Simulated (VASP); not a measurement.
# Nb3C (Pm-3m) in VASP: a series of runs

The runs below take Nb3C through single point, relaxation of cell and atoms, with PBE.

Program: VASP 6.6.1. These are calculated values, not measurements. Logs are shortened: lines on timing, memory, paths and dates and some standing lists are left out, and cuts for length are marked.

## (1) The cell of the first run

The structure is cubic, space group Pm-3m (No. 221). The conventional cell has a = 3.877 Å, b = 3.877 Å, c = 3.877 Å, α = 90.00°, β = 90.00°, γ = 90.00°. Nb (site symmetry 4/mmm) has 8 Nb at 2.74 Å and 4 C at 2.74 Å within 3.6 Å. Within 3.6 Å of C (site symmetry m-3m) lie 12 Nb at 2.74 Å.

## (2) Single point, PBE

Input file INCAR:

```
PREC = Accurate
ENCUT = 520
EDIFF = 1E-6
ISMEAR = 0
SIGMA = 0.1
LREAL = False
LASPH = True
NELM = 80
ALGO = Normal
ISIF = 2
LWAVE = False
LCHARG = True
GGA = PE
LELF = True
LVHAR = True
NBANDS = 30
```

Input file KPOINTS:

```
regular mesh
0
Gamma
  12 12 12
```

Input file POSCAR:

```
Nb3C
1.0
    3.8769418865      0.0000000000      0.0000000000
    0.0000000000      3.8769418865      0.0000000000
    0.0000000000      0.0000000000      3.8769418865
Nb C
3 1
Direct
    0.0000000000      0.5000000000      0.5000000000
    0.5000000000      0.0000000000      0.5000000000
    0.5000000000      0.5000000000      0.0000000000
    0.0000000000      0.0000000000      0.0000000000
```

Potentials or basis: VASP PAW PBE potentials, release 64 (Nb_sv, C).

Run with:

```bash
> cat potpaw_PBE.64/Nb_sv/POTCAR potpaw_PBE.64/C/POTCAR > POTCAR
> mpirun -np 1 vasp_std > vasp.out
```

OUTCAR:

```text
PREC = Accurate
   ENCUT = 520
   EDIFF = 1E-6
   ISMEAR = 0
   LREAL = False
   LASPH = True
   NELM = 80
   ISIF = 2
   GGA = PE

 ion  position               nearest neighbor table
   1  0.000  0.500  0.500-   2 2.74   3 2.74   3 2.74   2 2.74   2 2.74   3 2.74   3 2.74   2 2.74

   2  0.500  0.000  0.500-   1 2.74   3 2.74   3 2.74   1 2.74   3 2.74   3 2.74   1 2.74   1 2.74

   3  0.500  0.500  0.000-   1 2.74   2 2.74   1 2.74   2 2.74   2 2.74   2 2.74   1 2.74   1 2.74

   4  0.000  0.000  0.000-

  LATTYP: Found a simple cubic cell.
 ALAT       =     3.8769418865

  Lattice vectors:

 A1 = (   3.8769418865,   0.0000000000,   0.0000000000)
 A2 = (   0.0000000000,   3.8769418865,   0.0000000000)
 A3 = (   0.0000000000,   0.0000000000,   3.8769418865)

Analysis of symmetry for initial positions (statically):
=====================================================================
 Subroutine PRICEL returns:
 Original cell was already a primitive cell.

 Routine SETGRP: Setting up the symmetry group for a
 simple cubic supercell.

 Subroutine GETGRP returns: Found 48 space group operations
 (whereof 48 operations were pure point group operations)
 out of a pool of 48 trial point group operations.

The static configuration has the point symmetry O_h .

Analysis of symmetry for dynamics (positions and initial velocities):
=====================================================================
 Subroutine PRICEL returns:
 Original cell was already a primitive cell.

 Routine SETGRP: Setting up the symmetry group for a
 simple cubic supercell.

 Subroutine GETGRP returns: Found 48 space group operations
 (whereof 48 operations were pure point group operations)
 out of a pool of 48 trial point group operations.

The dynamic configuration has the point symmetry O_h .

 Subroutine INISYM returns: Found 48 space group operations
 (whereof 48 operations are pure point group operations),
 and found     1 'primitive' translations

----------------------------------------------------------------------------------------

                                     Primitive cell

  volume of cell :      58.2731

  direct lattice vectors                    reciprocal lattice vectors
     3.876941887  0.000000000  0.000000000     0.257935257  0.000000000  0.000000000
     0.000000000  3.876941887  0.000000000     0.000000000  0.257935257  0.000000000
     0.000000000  0.000000000  3.876941887     0.000000000  0.000000000  0.257935257

  length of vectors
     3.876941887  3.876941887  3.876941887     0.257935257  0.257935257  0.257935257

  position of ions in fractional coordinates (direct lattice)
     0.000000000  0.500000000  0.500000000
     0.500000000  0.000000000  0.500000000
     0.500000000  0.500000000  0.000000000
     0.000000000  0.000000000  0.000000000

  ion indices of the primitive-cell ions
   primitive index   ion index
                 1           1
                 2           2
                 3           3
                 4           4

----------------------------------------------------------------------------------------

 KPOINTS: regular mesh

Automatic generation of k-mesh.
 Grid dimensions read from file:
 generate k-points for:   12   12   12

 Generating k-lattice:

  Cartesian coordinates                     Fractional coordinates (reciprocal lattice)
     0.021494605  0.000000000  0.000000000     0.083333333  0.000000000  0.000000000
     0.000000000  0.021494605  0.000000000     0.000000000  0.083333333  0.000000000
     0.000000000  0.000000000  0.021494605     0.000000000  0.000000000  0.083333333

  Length of vectors
     0.021494605  0.021494605  0.021494605

  Shift w.r.t. Gamma in fractional coordinates (k-lattice)
     0.000000000  0.000000000  0.000000000

 Subroutine IBZKPT returns following result:
 ===========================================

 Found     84 irreducible k-points:

 Following reciprocal coordinates:
            Coordinates               Weight
  0.000000  0.000000  0.000000      1.000000
  0.083333  0.000000  0.000000      6.000000
  0.166667  0.000000  0.000000      6.000000
  0.250000  0.000000  0.000000      6.000000
  0.333333  0.000000  0.000000      6.000000
  0.416667  0.000000  0.000000      6.000000
[... 16 lines left out ...]
  0.333333  0.333333  0.000000     12.000000
  0.416667  0.333333  0.000000     24.000000
 [... further k-points ...]
   k-points           NKPTS =     84   k-points in BZ     NKDIM =     84   number of bands    NBANDS=     30
   number of dos      NEDOS =    301   number of ions     NIONS =      4
   total plane-waves  NPLWV =  27000
   dimension x,y,z NGX =    30 NGY =   30 NGZ =   30
   dimension x,y,z NGXF=    60 NGYF=   60 NGZF=   60
   ions per type =               3   1
   NGX,Y,Z   is equivalent  to a cutoff of  12.86, 12.86, 12.86 a.u.
   NGXF,Y,Z  is equivalent  to a cutoff of  25.73, 25.73, 25.73 a.u.
 SYSTEM =  unknown system
   PREC   = accura    normal or accurate (medium, high low for compatibility)
   ISTART =      0    job   : 0-new  1-cont  2-samecut
   ICHARG =      2    charge: 1-file 2-atom 10-const
   ISPIN  =      1    spin polarized calculation?
   LNONCOLLINEAR =      F non collinear calculations
   LSORBIT =      F    spin-orbit coupling
   LASPH  =      T    aspherical Exc in radial PAW
   ENCUT  =  520.0 eV  38.22 Ry    6.18 a.u.   7.21  7.21  7.21*2*pi/ulx,y,z
   NELM   =     80;   NELMIN=  2; NELMDL= -5     # of ELM steps
   EDIFF  = 0.1E-05   stopping-criterion for ELM
   LREAL  =      F    real-space projection
   EDIFFG = 0.1E-04   stopping-criterion for IOM
   NSW    =      0    number of steps for IOM
   IBRION =     -1    ionic relax: 0-MD 1-quasi-New 2-CG
   NFREE  =      0    steps in history (QN), initial steepest desc. (CG)
   ISIF   =      2    stress and relaxation
   ISYM   =      2    0-nonsym 1-usesym 2-fastsym
   POTIM  = 0.5000    time-step for ionic-motion
   TEBEG  =    0.0;   TEEND  =   0.0 temperature during run
   PSTRESS=    0.0 pullay stress
   NELECT =      43.0000    total number of electrons
   NUPDOWN=      -1.0000    fix difference up-down
   EMIN   =  10.00;   EMAX   =-10.00  energy-range for DOS
   EFERMI =   0.00;   METHOD = LEGACY
   ISMEAR =     0;   SIGMA  =   0.10  broadening in eV -4-tet -1-fermi 0-gaus
   EFERMI_NEDOS =   21; number of points for ismear=-14 and -15
   IALGO  =     38    algorithm
   IMIX   =      4    mixing-type and parameters
     AMIX     =   0.40;   BMIX     =  1.00
     AMIX_MAG =   1.60;   BMIX_MAG =  1.00
  volume/ion in A,a.u.               =      14.57        98.31
  Fermi-wavevector in a.u.,A,eV,Ry     =   1.479364  2.795592 29.776590  2.188518
  Thomas-Fermi vector in A             =   2.593531
   LORBIT       =      0    0 simple, 1 ext, 2 COOP (PROOUT), +10 PAW based schemes
   GGA     = PE    functional components
   LHFCALC =     F    Hartree Fock is set to
   AEXX    =    0.0000 exact exchange contribution
   IVDW    =     0    specifies the selected vdW correction
   LEPSILON=     F    determine dielectric tensor
   LRPA    =     F    only Hartree local field effects (RPA)
 non-spin polarized calculation
 Gauss-broadening in eV      SIGMA  =   0.10
  energy-cutoff  :      520.00
  volume of cell :       58.27
 maximum number of plane-waves:      1596
 NGX is ok and might be reduce to    30
   NGX = 15   NGY = 15   NGZ = 15

 number of electron      42.9999998 magnetization

 Free energy of the ion-electron system (eV)
  ---------------------------------------------------
  ext. energy  EPLUGINS =         0.00000000
  ---------------------------------------------------
  free energy    TOTEN  =       -36.99663599 eV

  energy without entropy =      -36.98499678  energy(sigma->0) =      -36.99081639

 E-fermi :  11.6888     XC(G=0): -12.7285

 val. band max:       11.6879567394   @ k =   0.5000   0.3333   0.0833
 cond. band min:      11.7025452443   @ k =   0.3333   0.2500   0.1667
 fundamental gap:      0.0145885048
 Fermi energy:        11.6888075889

 k-point     1 :       0.0000    0.0000    0.0000
  band No.  band energies     occupation
      1     -43.0605      2.00000
      2     -42.5528      2.00000
      3     -42.5528      2.00000
      4     -19.7550      2.00000
      5     -19.7550      2.00000
      6     -19.7550      2.00000
[... 22 lines left out ...]
     29      17.8994      0.00000
     30      18.7596      0.00000

 k-point     2 :       0.0833    0.0000    0.0000
  band No.  band energies     occupation
      1     -43.0530      2.00000
      2     -42.5607      2.00000
      3     -42.5527      2.00000
      4     -19.7397      2.00000
      5     -19.7397      2.00000
      6     -19.7322      2.00000
[... 22 lines left out ...]
     29      17.7879      0.00000
     30      18.1382      0.00000

 k-point     3 :       0.1667    0.0000    0.0000
  band No.  band energies     occupation
      1     -43.0311      2.00000
      2     -42.5834      2.00000
      3     -42.5523      2.00000
      4     -19.6956      2.00000
      5     -19.6956      2.00000
      6     -19.6648      2.00000
[... 22 lines left out ...]
     29      17.0272      0.00000
     30      17.0384      0.00000

 k-point     4 :       0.2500    0.0000    0.0000
  band No.  band energies     occupation
      1     -42.9971      2.00000
      2     -42.6187      2.00000
      3     -42.5517      2.00000
      4     -19.6284      2.00000
      5     -19.6284      2.00000
      6     -19.5554      2.00000
[... 22 lines left out ...]
     29      15.8977      0.00000
     30      16.2138      0.00000

 k-point     5 :       0.3333    0.0000    0.0000
  band No.  band energies     occupation
      1     -42.9551      2.00000
      2     -42.6620      2.00000
      3     -42.5512      2.00000
      4     -19.5496      2.00000
      5     -19.5496      2.00000
      6     -19.4095      2.00000
[... 22 lines left out ...]
     29      15.7260      0.00000
     30      15.7261      0.00000
[... 526 lines left out ...]
     29      16.0939      0.00000
     30      16.1065      0.00000

 k-point    22 :       0.5000    0.2500    0.0000
  band No.  band energies     occupation
      1     -42.8434      2.00000
      2     -42.7229      2.00000
      3     -42.6007      2.00000
      4     -19.5549      2.00000
      5     -19.4608      2.00000
      6     -19.2914      2.00000
[... 22 lines left out ...]
     29      15.5662      0.00000
     30      16.3052      0.00000

 k-point    23 :       0.3333    0.3333    0.0000
  band No.  band energies     occupation
      1     -42.8661      2.00000
      2     -42.6798      2.00000
      3     -42.6207      2.00000
      4     -19.6859      2.00000
      5     -19.3612      2.00000
      6     -19.3138      2.00000
[... 22 lines left out ...]
     29      15.9606      0.00000
     30      16.1516      0.00000

 k-point    24 :       0.4167    0.3333    0.0000
  band No.  band energies     occupation
      1     -42.8286      2.00000
      2     -42.7045      2.00000
      3     -42.6331      2.00000
      4     -19.6528      2.00000
      5     -19.4826      2.00000
      6     -19.2217      2.00000
[... 22 lines left out ...]
     29      15.7574      0.00000
     30      16.2630      0.00000

 [... further k-points ...]
[... 5 lines left out ...]
  --------------------------------------------------------------------------------------
  -------------------------------------------------------------------------------------
  Total       -0.0969210     -0.0969210     -0.0969210     -0.0000000      0.0000000      0.0000000
  in kB       -2.6647762     -2.6647762     -2.6647762     -0.0000000      0.0000000      0.0000000
  external PRESSURE =      -2.6647762 kB  Pullay stress =       0.0000000 kB

 VOLUME and BASIS-vectors are now :
 -----------------------------------------------------------------------------
  energy-cutoff  :      520.00
  volume of cell :       58.27
      direct lattice vectors                 reciprocal lattice vectors
     3.876941887  0.000000000  0.000000000     0.257935257  0.000000000  0.000000000
     0.000000000  3.876941887  0.000000000     0.000000000  0.257935257  0.000000000
     0.000000000  0.000000000  3.876941887     0.000000000  0.000000000  0.257935257

 POSITION                                       TOTAL-FORCE (eV/Angst)
 -----------------------------------------------------------------------------------
      0.00000      1.93847      1.93847         0.000000      0.000000      0.000000
      1.93847      0.00000      1.93847         0.000000      0.000000      0.000000
      1.93847      1.93847      0.00000         0.000000      0.000000      0.000000
      0.00000      0.00000      0.00000         0.000000      0.000000      0.000000
 -----------------------------------------------------------------------------------
    total drift:                                0.000000      0.000000     -0.000000

  FREE ENERGIE OF THE ION-ELECTRON SYSTEM (eV)
  ---------------------------------------------------
  free  energy   TOTEN  =       -36.9966359927 eV

  energy  without entropy=      -36.9849967832  energy(sigma->0) =      -36.99081639
```

Wall time 83 s (1 thread of Intel Xeon 6975P-C (Granite Rapids), shared host); peak memory 0.24 GiB.

Results:

- Free energy: -36.9966 eV
- Pressure: -0.3 GPa

## (3) Relaxation of cell and atoms, PBE

This run uses another cell than the first one, of 14.64 Å³/atom, 1.005 times its volume.

Input file INCAR:

```
SYSTEM = Nb3C
ALGO = Normal ; EDIFF = 1E-6
EDIFFG = -0.01 ; ENCUT = 600
GGA = PE ; IBRION = 2
ISIF = 3 ; ISMEAR = 0
LASPH = .True. ; LCHARG = .False.
LREAL = .False. ; LWAVE = .False.
NELM = 60 ; NSW = 100
PREC = Accurate ; SIGMA = 0.1
```

Input file KPOINTS:

```
k-points
0
Gamma
  12 12 12
  0 0 0
```

Input file POSCAR:

```
Nb3C
1.0
    3.8837200958      0.0000000000      0.0000000000
    0.0000000000      3.8837200958      0.0000000000
    0.0000000000      0.0000000000      3.8837200958
Nb C
3 1
Direct
    0.0000000000      0.5000000000      0.5000000000
    0.5000000000      0.0000000000      0.5000000000
    0.5000000000      0.5000000000      0.0000000000
    0.0000000000      0.0000000000      0.0000000000
```

Potentials or basis: VASP PAW PBE potentials, release 64 (Nb_sv, C).

Run with:

```bash
> cat potpaw_PBE.64/Nb_sv/POTCAR potpaw_PBE.64/C/POTCAR > POTCAR
> mpirun -np 1 vasp_std > vasp.out
```

It took 2.3 min on 1 thread of Intel Xeon 6975P-C (Granite Rapids), shared host; peak memory 0.27 GiB.

It converged, with:

```
Free energy                            : -36.9972 eV
Relaxed volume                         : 14.55 Å³/atom
Relaxed cell                           : a = 3.875 Å, b = 3.875 Å, c = 3.875 Å, α = 90.00°, β = 90.00°, γ = 90.00°
Space group after relaxing (to 0.05 Å) : Pm-3m (No. 221)
Energy gained by relaxing              : 0.4 meV/atom
Ionic steps                            : 3
Pressure after relaxing                : 0.0 GPa
```

Step by step:
| step | energy change (eV) | largest force (eV/Å) | pressure (GPa) | volume (Å³) |
| --- | --- | --- | --- | --- |
| 1 | 0.0000 | 0.0000 | -1.27 | 58.58 |
| 2 | 0.0020 | 0.0000 | 1.94 | 57.60 |
| 3 | -0.0015 | 0.0000 | 0.01 | 58.19 |

Final structure:
```cif
data_structure
_symmetry_space_group_name_H-M 'P 1'
_symmetry_Int_Tables_number 1
_cell_length_a 3.8751
_cell_length_b 3.8751
_cell_length_c 3.8751
_cell_angle_alpha 90.000
_cell_angle_beta 90.000
_cell_angle_gamma 90.000
_cell_volume 58.19
loop_
_atom_site_label
_atom_site_type_symbol
_atom_site_fract_x
_atom_site_fract_y
_atom_site_fract_z
_atom_site_occupancy
Nb1 Nb 0.00000 0.50000 0.50000 1
Nb2 Nb 0.50000 0.00000 0.50000 1
Nb3 Nb 0.50000 0.50000 0.00000 1
C1 C 0.00000 0.00000 0.00000 1
```

Levels at points of the mesh, in eV from the Fermi level:
| k point | band 20 | band 21 | band 22 | band 23 | band 24 | band 25 |
| --- | --- | --- | --- | --- | --- | --- |
| (0.00, 0.00, 0.00) | -1.19 | -1.19 | -1.19 | 1.32 | 2.23 | 2.23 |
| (0.50, 0.00, 0.00) | 0.22 | 0.23 | 0.23 | 0.83 | 1.29 | 1.53 |
| (0.50, 0.50, 0.00) | -1.21 | 0.29 | 0.29 | 1.50 | 1.50 | 1.67 |
| (0.50, 0.50, 0.50) | -0.23 | -0.23 | -0.23 | 1.03 | 1.91 | 1.91 |
